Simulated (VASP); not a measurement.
# Mg31Te32 (a cell with a defect) in VASP: single point with PBEsol

Aim: the single point of Mg31Te32 (a cell with a defect) with PBEsol.

Everything below comes from runs of VASP 6.6.1. Logs are shortened: lines on timing, memory, paths and dates and some standing lists are left out, and cuts for length are marked.

### Step 1. The cell of the first run

The cell holds a defect, 63 atoms: a = 12.878 Å, b = 12.878 Å, c = 12.878 Å, α = 90.00°, β = 90.00°, γ = 90.00°.

### Step 2. Single point, PBEsol, collinear spin

INCAR reads:

```
SYSTEM = Mg31Te32
PREC = Accurate
ENCUT = 400
EDIFF = 1E-6
ISMEAR = -1
SIGMA = 0.05
LREAL = Auto
LASPH = .True.
NELM = 200
ALGO = Normal
ISIF = 2
LWAVE = .False.
LCHARG = .False.
ISPIN = 2
MAGMOM = 0 0 0 0 0 0 0 0 0 0 0 0 0 0 0 0 0 0 0 0 0 0 0 0 0 0 0 0 0 0 0 0 0 0 0 0 0 0 0.5 0 0.5 0 0 0 0 0 0 0 0 0.5 0 0 0 0 0 0 0 0 0 0.5 0 0 0
LORBIT = 11
GGA = PS
NBANDS = 168
ISYM = -1
GGA_COMPAT = .False.
```

KPOINTS reads:

```
explicit points
1
Reciprocal
  0.25000000   0.25000000   0.25000000 1
```

POSCAR reads:

```
Mg31Te32
1.0
   12.8776180000      0.0000000000      0.0000000000
    0.0000000000     12.8776180000      0.0000000000
    0.0000000000      0.0000000000     12.8776180000
Mg Te
31 32
Direct
    0.0001580000      0.0000910000      0.0001210000
    0.9989930000      0.9992160000      0.5009870000
    0.9989940000      0.5009080000      0.9992930000
    0.9997090000      0.4997360000      0.4998330000
    0.5011280000      0.9993000000      0.9994280000
    0.5000160000      0.9994200000      0.4997390000
    0.5000120000      0.4997100000      0.9994950000
    0.2504230000      0.2500090000      0.9991460000
    0.2511960000      0.2514310000      0.4992240000
    0.2519130000      0.7491280000      0.9993920000
    0.2546860000      0.7459700000      0.5012440000
    0.7489510000      0.2515010000      0.9998080000
    0.7465190000      0.2549860000      0.5022780000
    0.7503760000      0.7507160000      0.9998040000
    0.7429330000      0.7424370000      0.5090110000
    0.2503750000      0.9991920000      0.2500890000
    0.2519510000      0.9993580000      0.7491080000
    0.2511290000      0.4993310000      0.2513780000
    0.2545510000      0.5012630000      0.7461770000
    0.7488780000      0.9997380000      0.2516650000
    0.7503150000      0.9997330000      0.7507540000
    0.7465210000      0.5022340000      0.2550030000
    0.7429750000      0.5089920000      0.7425870000
    0.9988030000      0.2500240000      0.2501000000
    0.9997870000      0.2512600000      0.7495920000
    0.9997480000      0.7495950000      0.2513470000
    0.0000550000      0.7506000000      0.7506600000
    0.4990510000      0.2525960000      0.2526030000
    0.5016200000      0.2551520000      0.7460210000
    0.5014950000      0.7458760000      0.2552070000
    0.5087080000      0.7418460000      0.7419330000
    0.1251650000      0.1251950000      0.1251290000
    0.1255400000      0.1252740000      0.6250060000
    0.1254690000      0.6249670000      0.1252710000
    0.1247100000      0.6251290000      0.6251600000
    0.6243140000      0.1261170000      0.1262040000
    0.6250340000      0.1247080000      0.6251820000
    0.6250080000      0.6251610000      0.1247380000
    0.6074730000      0.6058080000      0.6059140000
    0.3746990000      0.3747450000      0.1242910000
    0.3801680000      0.3805510000      0.6153610000
    0.3765950000      0.8729060000      0.1269290000
    0.3777250000      0.8730280000      0.6258950000
    0.8727170000      0.3765460000      0.1270390000
    0.8738640000      0.3775460000      0.6266090000
    0.8750500000      0.8755550000      0.1259950000
    0.8733870000      0.8734920000      0.6250660000
    0.3746880000      0.1241930000      0.3747830000
    0.3766390000      0.1268800000      0.8728270000
    0.3802630000      0.6151880000      0.3806190000
    0.3776920000      0.6258660000      0.8731250000
    0.8726750000      0.1269900000      0.3766080000
    0.8752010000      0.1259430000      0.8755980000
    0.8739570000      0.6265270000      0.3776100000
    0.8735140000      0.6249850000      0.8735740000
    0.1239500000      0.3744330000      0.3744320000
    0.1268490000      0.3763220000      0.8733480000
    0.1269000000      0.8733020000      0.3763850000
    0.1262450000      0.8754240000      0.8754460000
    0.6160800000      0.3820290000      0.3820140000
    0.6264540000      0.3776590000      0.8733420000
    0.6263470000      0.8731540000      0.3776360000
    0.6243160000      0.8730810000      0.8730980000
```

Potentials or basis: VASP PAW PBE potentials, release 64 (Mg, Te).

Run with:

```sh
$ cat potpaw_PBE.64/Mg/POTCAR potpaw_PBE.64/Te/POTCAR > POTCAR
$ mpirun -np 1 vasp_std > vasp.out
```

OUTCAR:

```text
SYSTEM = Mg31Te32
   PREC = Accurate
   ENCUT = 400
   EDIFF = 1E-6
   ISMEAR = -1
   LREAL = Auto
   LASPH = .True.
   NELM = 200
   ISIF = 2
   ISPIN = 2
   LORBIT = 11
   GGA = PS
   ISYM = -1

 ion  position               nearest neighbor table
   1  0.000  0.000  0.000-  32 2.79  53 2.79  59 2.79  46 2.79
   2  0.999  0.999  0.501-  47 2.79  33 2.80  58 2.81  52 2.81
   3  0.999  0.501  0.999-  55 2.79  34 2.80  57 2.81  44 2.81
   4  1.000  0.500  0.500-  54 2.79  45 2.79  56 2.79  35 2.79
   5  0.501  0.999  0.999-  63 2.79  36 2.80  42 2.81  49 2.82
   6  0.500  0.999  0.500-  62 2.79  43 2.79  48 2.79  37 2.79
[... 30 lines left out ...]
  37  0.625  0.125  0.625-  13 2.79  29 2.79   6 2.79  21 2.79
  38  0.625  0.625  0.125-  22 2.79  30 2.79   7 2.79  14 2.79
  39  0.607  0.606  0.606-  15 2.77  23 2.77  31 2.78
  40  0.375  0.375  0.124-   8 2.78  28 2.79   7 2.79  18 2.79
  41  0.380  0.381  0.615-   9 2.79  19 2.81  29 2.81
  42  0.377  0.873  0.127-  16 2.79  10 2.80   5 2.81  30 2.83
  43  0.378  0.873  0.626-  11 2.79   6 2.79  17 2.79  31 2.82
  44  0.873  0.377  0.127-  24 2.79  12 2.80   3 2.81  22 2.82
  45  0.874  0.378  0.627-  13 2.78   4 2.79  25 2.79  23 2.82
  46  0.875  0.876  0.126-   1 2.79  14 2.79  26 2.80  20 2.80
  47  0.873  0.873  0.625-  21 2.79  27 2.79   2 2.79  15 2.81
  48  0.375  0.124  0.375-  16 2.78  28 2.79   6 2.79   9 2.79
  49  0.377  0.127  0.873-   8 2.79  17 2.80   5 2.82  29 2.83
  50  0.380  0.615  0.381-  18 2.79  11 2.80  30 2.81
  51  0.378  0.626  0.873-  19 2.79   7 2.79  10 2.79  31 2.82
  52  0.873  0.127  0.377-  24 2.79  20 2.80   2 2.81  13 2.82
  53  0.875  0.126  0.876-   1 2.79  25 2.79  21 2.80  12 2.80
  54  0.874  0.627  0.378-  22 2.78   4 2.79  26 2.79  15 2.82
  55  0.874  0.625  0.874-  27 2.79  14 2.79   3 2.79  23 2.81
  56  0.124  0.374  0.374-  24 2.78   4 2.79   9 2.79  18 2.79
  57  0.127  0.376  0.873-   8 2.79  25 2.79   3 2.81  19 2.82
  58  0.127  0.873  0.376-  16 2.79  26 2.79   2 2.81  11 2.83
  59  0.126  0.875  0.875-   1 2.79  27 2.79  10 2.79  17 2.80
  60  0.616  0.382  0.382-  28 2.80  22 2.81  13 2.81
  61  0.626  0.378  0.873-   7 2.79  29 2.79  12 2.79  23 2.82
  62  0.626  0.873  0.378-  30 2.79   6 2.79  20 2.79  15 2.82
  63  0.624  0.873  0.873-  21 2.79  14 2.79   5 2.79  31 2.82

IMPORTANT INFORMATION: All symmetrisations will be switched off!
NOSYMM: (Re-)initialisation of all symmetry stuff for point group C_1.

----------------------------------------------------------------------------------------

                                     Primitive cell

  volume of cell :    2135.5346

  direct lattice vectors                    reciprocal lattice vectors
    12.877618000  0.000000000  0.000000000     0.077654113  0.000000000  0.000000000
     0.000000000 12.877618000  0.000000000     0.000000000  0.077654113  0.000000000
     0.000000000  0.000000000 12.877618000     0.000000000  0.000000000  0.077654113

  length of vectors
    12.877618000 12.877618000 12.877618000     0.077654113  0.077654113  0.077654113

  position of ions in fractional coordinates (direct lattice)
     0.000158000  0.000091000  0.000121000
     0.998993000  0.999216000  0.500987000
     0.998994000  0.500908000  0.999293000
     0.999709000  0.499736000  0.499833000
     0.501128000  0.999300000  0.999428000
     0.500016000  0.999420000  0.499739000
[... 55 lines left out ...]
     0.626347000  0.873154000  0.377636000
     0.624316000  0.873081000  0.873098000

  ion indices of the primitive-cell ions
   primitive index   ion index
                 1           1
                 2           2
                 3           3
                 4           4
                 5           5
                 6           6
[... 55 lines left out ...]
                62          62
                63          63

----------------------------------------------------------------------------------------

 KPOINTS: explicit points

Read explicit list of k-points.

 Found      1 k-points:

 Following reciprocal coordinates:
            Coordinates               Weight
  0.250000  0.250000  0.250000      1.000000
   k-points           NKPTS =      1   k-points in BZ     NKDIM =      1   number of bands    NBANDS=    168
   number of dos      NEDOS =    301   number of ions     NIONS =     63
   total plane-waves  NPLWV = 592704
   dimension x,y,z NGX =    84 NGY =   84 NGZ =   84
   dimension x,y,z NGXF=   168 NGYF=  168 NGZF=  168
   ions per type =              31  32
   NGX,Y,Z   is equivalent  to a cutoff of  10.84, 10.84, 10.84 a.u.
   NGXF,Y,Z  is equivalent  to a cutoff of  21.69, 21.69, 21.69 a.u.
 SYSTEM =  Mg31Te32
   PREC   = accura    normal or accurate (medium, high low for compatibility)
   ISTART =      0    job   : 0-new  1-cont  2-samecut
   ICHARG =      2    charge: 1-file 2-atom 10-const
   ISPIN  =      2    spin polarized calculation?
   LNONCOLLINEAR =      F non collinear calculations
   LSORBIT =      F    spin-orbit coupling
   LASPH  =      T    aspherical Exc in radial PAW
   ENCUT  =  400.0 eV  29.40 Ry    5.42 a.u.  21.00 21.00 21.00*2*pi/ulx,y,z
   NELM   =    200;   NELMIN=  2; NELMDL= -5     # of ELM steps
   EDIFF  = 0.1E-05   stopping-criterion for ELM
   LREAL  =      T    real-space projection
   EDIFFG = 0.1E-04   stopping-criterion for IOM
   NSW    =      0    number of steps for IOM
   IBRION =     -1    ionic relax: 0-MD 1-quasi-New 2-CG
   NFREE  =      0    steps in history (QN), initial steepest desc. (CG)
   ISIF   =      2    stress and relaxation
   ISYM   =     -1    0-nonsym 1-usesym 2-fastsym
   POTIM  = 0.5000    time-step for ionic-motion
   TEBEG  =    0.0;   TEEND  =   0.0 temperature during run
   PSTRESS=    0.0 pullay stress
   NELECT =     254.0000    total number of electrons
   NUPDOWN=      -1.0000    fix difference up-down
   EMIN   =  10.00;   EMAX   =-10.00  energy-range for DOS
   EFERMI =   0.00;   METHOD = LEGACY
   ISMEAR =    -1;   SIGMA  =   0.05  broadening in eV -4-tet -1-fermi 0-gaus
   EFERMI_NEDOS =   21; number of points for ismear=-14 and -15
   IALGO  =     38    algorithm
   IMIX   =      4    mixing-type and parameters
     AMIX     =   0.40;   BMIX     =  1.00
     AMIX_MAG =   1.60;   BMIX_MAG =  1.00
  volume/ion in A,a.u.               =      33.90       228.75
  Fermi-wavevector in a.u.,A,eV,Ry     =   0.805101  1.521421  8.819135  0.648188
  Thomas-Fermi vector in A             =   1.913283
   LORBIT       =     11    0 simple, 1 ext, 2 COOP (PROOUT), +10 PAW based schemes
   GGA     = PS    functional components
   LHFCALC =     F    Hartree Fock is set to
   AEXX    =    0.0000 exact exchange contribution
   IVDW    =     0    specifies the selected vdW correction
   LEPSILON=     F    determine dielectric tensor
   LRPA    =     F    only Hartree local field effects (RPA)
 spin polarized calculation
  energy-cutoff  :      400.00
  volume of cell :     2135.53
 maximum number of plane-waves:     38781
 NGX is ok and might be reduce to    84
   NGX = 43   NGY = 43   NGZ = 43

 number of electron     254.0000008 magnetization       1.6979187

 Free energy of the ion-electron system (eV)
  ---------------------------------------------------
  ext. energy  EPLUGINS =         0.00000000
  ---------------------------------------------------
  free energy    TOTEN  =      -214.78040396 eV

  energy without entropy =     -214.68336988  energy(sigma->0) =     -214.73188692

 E-fermi :   1.9263     XC(G=0):  -8.0127

 val. band max:        1.8289586633   @ k =   0.2500   0.2500   0.2500
 cond. band min:       2.0134977320   @ k =   0.2500   0.2500   0.2500
 fundamental gap:      0.1845390687
 Fermi energy:         1.9263168420

 spin component 1

 k-point     1 :       0.2500    0.2500    0.2500
  band No.  band energies     occupation
      1      -8.3912      1.00000
      2      -8.2148      1.00000
      3      -8.2144      1.00000
      4      -8.1948      1.00000
      5      -8.0707      1.00000
      6      -8.0703      1.00000
[... 131 lines left out ...]
    138       5.4835      0.00000
    139       5.4918      0.00000
 Fermi energy:         1.9263168420

 spin component 2

 k-point     1 :       0.2500    0.2500    0.2500
  band No.  band energies     occupation
      1      -8.3731      1.00000
      2      -8.1977      1.00000
      3      -8.1971      1.00000
      4      -8.1739      1.00000
      5      -8.0536      1.00000
      6      -8.0534      1.00000
[... 131 lines left out ...]
    138       5.4933      0.00000
    139       5.5027      0.00000
 [bands above 139 left out]

------------------------ aborting loop because EDIFF is reached ----------------------------------------

  FORCE on cell =-STRESS in cart. coord.  units (eV):
  Direction    XX          YY          ZZ          XY          YZ          ZX
  --------------------------------------------------------------------------------------
  -------------------------------------------------------------------------------------
  Total       -4.4854280     -4.6771366     -4.6558155     -0.6421654     -0.7578838     -0.6592000
  in kB       -3.3651766     -3.5090053     -3.4930092     -0.4817823     -0.5685997     -0.4945624
  external PRESSURE =      -3.4557304 kB  Pullay stress =       0.0000000 kB

 VOLUME and BASIS-vectors are now :
 -----------------------------------------------------------------------------
  energy-cutoff  :      400.00
  volume of cell :     2135.53
      direct lattice vectors                 reciprocal lattice vectors
    12.877618000  0.000000000  0.000000000     0.077654113  0.000000000  0.000000000
     0.000000000 12.877618000  0.000000000     0.000000000  0.077654113  0.000000000
     0.000000000  0.000000000 12.877618000     0.000000000  0.000000000  0.077654113

 POSITION                                       TOTAL-FORCE (eV/Angst)
 -----------------------------------------------------------------------------------
      0.00203      0.00117      0.00156         0.000449      0.000219      0.004474
     12.86465     12.86752      6.45152         0.008222      0.007826     -0.015396
     12.86466      6.45050     12.86851         0.008478     -0.017223      0.007204
     12.87387      6.43541      6.43666         0.001764      0.003037      0.003539
      6.45333     12.86860     12.87025        -0.015474      0.007679      0.002992
      6.43902     12.87015      6.43545        -0.000427      0.003659      0.003097
[... 55 lines left out ...]
      8.06586     11.24414      4.86305         0.007650     -0.000708      0.001646
      8.03970     11.24320     11.24342        -0.000791     -0.005018     -0.001300
 -----------------------------------------------------------------------------------
    total drift:                                0.013587      0.014780      0.013998

  FREE ENERGIE OF THE ION-ELECTRON SYSTEM (eV)
  ---------------------------------------------------
  free  energy   TOTEN  =      -214.7804039557 eV

  energy  without entropy=     -214.6833698771  energy(sigma->0) =     -214.73188692

 total charge

# of ion       s       p       d       tot
------------------------------------------
    1        0.174   0.129   0.024   0.326
    2        0.173   0.126   0.023   0.321
    3        0.173   0.126   0.023   0.321
    4        0.174   0.129   0.024   0.327
    5        0.173   0.125   0.022   0.321
    6        0.174   0.129   0.024   0.327
[... 55 lines left out ...]
   62        1.339   2.142   0.010   3.492
   63        1.339   2.143   0.010   3.492
--------------------------------------------------
tot         48.347  72.061   1.039 121.448

 magnetization (x)

# of ion       s       p       d       tot
------------------------------------------
    1       -0.000   0.000   0.000   0.000
    2       -0.000   0.001   0.000   0.001
    3       -0.000   0.001   0.000   0.001
    4       -0.000  -0.000   0.000  -0.000
    5       -0.000   0.001   0.000   0.001
    6       -0.000  -0.000   0.000  -0.000
[... 55 lines left out ...]
   62        0.000   0.004   0.000   0.004
   63        0.000   0.002   0.000   0.002
--------------------------------------------------
tot          0.026   0.865   0.010   0.901
```

Run time: 13 min. Hardware: 1 thread of AMD EPYC 9R45 (Zen 5), shared host; peak memory 1.6 GiB.

What came out:

```yaml
Free_energy: -214.7804 eV
Pressure: -0.3 GPa
Largest_force: 0.043 eV/Å
Net_moment: 1.70 μB per cell
Site_moments: Mg +0.00, -0.00 (each value once); Te +0.01, +0.00, +0.07, +0.19, +0.02, +0.20 (each value once) μB
Valence_electrons_inside_the_program's_atomic_spheres: Mg 0.33, 0.32 (each value once); Te 3.49, 3.50, 3.43, 3.41, 3.48 (each value once)
```

Forces in eV/Å, atoms in the order of the input:
```
Mg   0.000  0.000  0.004
Mg   0.008  0.008 -0.015
Mg   0.008 -0.017  0.007
Mg   0.002  0.003  0.004
Mg  -0.015  0.008  0.003
Mg   0.000  0.004  0.003
Mg  -0.002  0.003  0.004
Mg   0.001  0.003 -0.001
Mg   0.006  0.002  0.012
Mg   0.002  0.001  0.008
Mg   0.008 -0.006 -0.018
Mg   0.003  0.002  0.008
Mg  -0.018  0.012 -0.029
Mg  -0.007 -0.007  0.005
Mg   0.007  0.010 -0.041
Mg  -0.002 -0.002 -0.002
Mg   0.001  0.005  0.001
Mg   0.009  0.008  0.005
Mg   0.012 -0.019 -0.010
Mg   0.003  0.007  0.000
Mg  -0.003  0.010 -0.005
Mg  -0.016 -0.027  0.011
Mg   0.006 -0.041  0.009
Mg  -0.003  0.000 -0.001
Mg   0.005  0.004 -0.001
Mg   0.006  0.001  0.001
Mg   0.003 -0.003 -0.005
Mg   0.028  0.014  0.017
Mg  -0.025  0.010 -0.010
Mg  -0.026 -0.008  0.006
Mg  -0.025  0.000  0.000
Te  -0.008 -0.011 -0.004
Te   0.002 -0.002 -0.001
Te   0.004  0.004 -0.001
Te  -0.011  0.005  0.004
Te   0.007 -0.004 -0.005
Te   0.006 -0.010  0.005
Te   0.008  0.003 -0.006
Te  -0.012  0.018  0.017
Te  -0.009 -0.001 -0.012
Te   0.020  0.013  0.020
Te   0.006  0.002 -0.005
Te  -0.003  0.003  0.003
Te   0.007  0.003 -0.008
Te   0.004  0.001  0.005
Te   0.002  0.002  0.002
Te  -0.004 -0.012 -0.001
Te  -0.003 -0.007  0.000
Te   0.009 -0.008  0.010
Te   0.017  0.016  0.012
Te  -0.001  0.005  0.003
Te   0.009 -0.011  0.004
Te  -0.004 -0.001 -0.001
Te  -0.002  0.006  0.001
Te  -0.013  0.004 -0.011
Te  -0.004 -0.001 -0.002
Te  -0.008  0.004  0.006
Te  -0.009  0.004  0.004
Te   0.000  0.000 -0.002
Te   0.004 -0.003 -0.002
Te   0.003 -0.002 -0.006
Te   0.008 -0.001  0.002
Te  -0.001 -0.005 -0.001
```

Levels at points of the mesh, in eV from the Fermi level:
Spin up:
| k point | band 126 | band 127 | band 128 | band 129 | band 130 | band 131 |
| --- | --- | --- | --- | --- | --- | --- |
| (0.25, 0.25, 0.25) | -0.22 | -0.13 | -0.13 | 2.88 | 2.93 | 2.93 |
Spin down:
| k point | band 124 | band 125 | band 126 | band 127 | band 128 | band 129 |
| --- | --- | --- | --- | --- | --- | --- |
| (0.25, 0.25, 0.25) | -0.23 | -0.23 | -0.10 | 0.09 | 0.09 | 2.89 |

Caveat: the PAW data sets were made with another functional, which shifts forces and pressure a little; spin-orbit coupling is left out, which moves the levels of the heavy elements.
